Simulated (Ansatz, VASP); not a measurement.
One calculation of ZrTaN, two programs

```
Zr Ta N
1.0
     3.11904    0.00000    0.00000
     0.00000    3.11904    0.00000
     0.00000    0.00000    7.89631
Zr Ta N
2 2 2
Cartesian
  0.0000 1.5595 7.1067
  1.5595 0.0000 0.7896
  0.0000 1.5595 2.6453
  1.5595 0.0000 5.2510
  0.0000 1.5595 4.8720
  1.5595 0.0000 3.0243
```

Alike in both runs: task single point; functional r2SCAN; k mesh 11 × 11 × 5; occupations fermi-dirac, width 0.0416 eV; no spin polarisation.

|  | VASP | Ansatz |
| --- | --- | --- |
| version | VASP 6.6.1 | Ansatz 0.2.0 |
| potentials or method | VASP PAW PBE potentials, release 64 (Zr_sv, Ta_pv, N), cutoff 660 eV | PAW plane waves |
| valence electrons in the cell | 56 | 60 |

|  | VASP | Ansatz | Ansatz less VASP |
| --- | --- | --- | --- |
| pressure (GPa) | 22.3 | 21.3 | -0.97 |
| traceless stress, the component that is largest in VASP (GPa) | 8.79 | 8.91 | +0.117 |
| rms of the force components (eV/Å) | 0.580 | 0.603 | +0.0232 |

VASP's potentials were made for PBE, not for r2SCAN. Atom by atom the forces differ by 0.025 eV/Å (rms over components). With one functional, cell and mesh, what is left measures potentials, basis and numerics. VASP's potentials hold 56 valence electrons a cell and Ansatz's 60, so a difference there can come from the potentials and not from the codes.

Spin-orbit coupling is off throughout.
